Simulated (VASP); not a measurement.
LiF, 2 atoms in the cell. It takes space group I4/mmm (No. 139, tetragonal). Conventional cell: a = 2.706 Å, b = 2.706 Å, c = 4.229 Å, α = 90.00°, β = 90.00°, γ = 90.00°. Li (site symmetry 4/mmm) has 6 F at 1.91 to 2.11 Å within 2.5 Å. Within 2.5 Å of F (site symmetry 4/mmm) lie 6 Li at 1.91 to 2.11 Å.  This cell differs from its parent crystal: strain -0.050 along x and y, +0.050 along z.

```yaml
Program: VASP 6.6.1
Task: single point
Functional: PBE
Potentials_or_basis: VASP PAW PBE potentials, release 64 (Li_sv, F)
Cutoff: 520 eV
k_mesh: 10 × 10 × 10
Occupations: gaussian, width 0.05 eV
Spin: no spin polarisation
Dipole_correction: no
Further_INCAR_settings: ALGO = Normal; EDIFF = 1e-06; NBANDS = 12
```

Potentials or basis: VASP PAW PBE potentials, release 64 (Li_sv, F).

Run with:

```console
$ cat potpaw_PBE.64/Li_sv/POTCAR potpaw_PBE.64/F/POTCAR > POTCAR
$ mpirun -np 1 vasp_std > vasp.out
```

Hardware: 1 thread of Intel Xeon 6975P-C (shared host).

Q: How long does it take, and how much memory?

A: Run time: 24 s on 1 thread of Intel Xeon 6975P-C (shared host), peak memory 0.14 GiB. Counts: scf iterations 12, k points 102.
